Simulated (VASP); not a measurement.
A run of VASP 6.6.1 is set up as follows.

File INCAR:

```
PREC = Accurate
ENCUT = 520
EDIFF = 1E-7
ISMEAR = 0
SIGMA = 0.01
LREAL = F
LASPH = T
NELM = 100
ALGO = Normal
ISIF = 2
LWAVE = F
LCHARG = T
GGA = PE
LELF = T
LVHAR = T
NBANDS = 17
```

Contents of KPOINTS:

```
regular mesh
0
Gamma
  4 4 4
```

File POSCAR:

```
TePb
1.0
    0.0000000000      3.1371233749      3.2824757153
    3.1371233749      0.0000000000      3.2824757153
    3.1371233749      3.1371233749      0.0000000000
Pb Te
1 1
Direct
    0.0000000000      0.0000000000      0.0000000000
    0.5000000000      0.5000000000      0.5000000000
```

Potentials or basis: VASP PAW PBE potentials, release 64 (Pb_d, Te).

The run is started by

```bash
$ cat potpaw_PBE.64/Pb_d/POTCAR potpaw_PBE.64/Te/POTCAR > POTCAR
$ mpirun -np 1 vasp_std > vasp.out
```

(1) Estimate the band gap on the k mesh.

(2) What does it give for the pressure?

## Answers

(1) 0.52 eV, direct.

(2) 4.7 GPa.

Caveat: the k points lie up to 0.43 Å⁻¹ apart; the cell differs from its parent crystal (epitaxial xy strain -4.0%); spin-orbit coupling is left out, which moves the levels of the heavy elements.
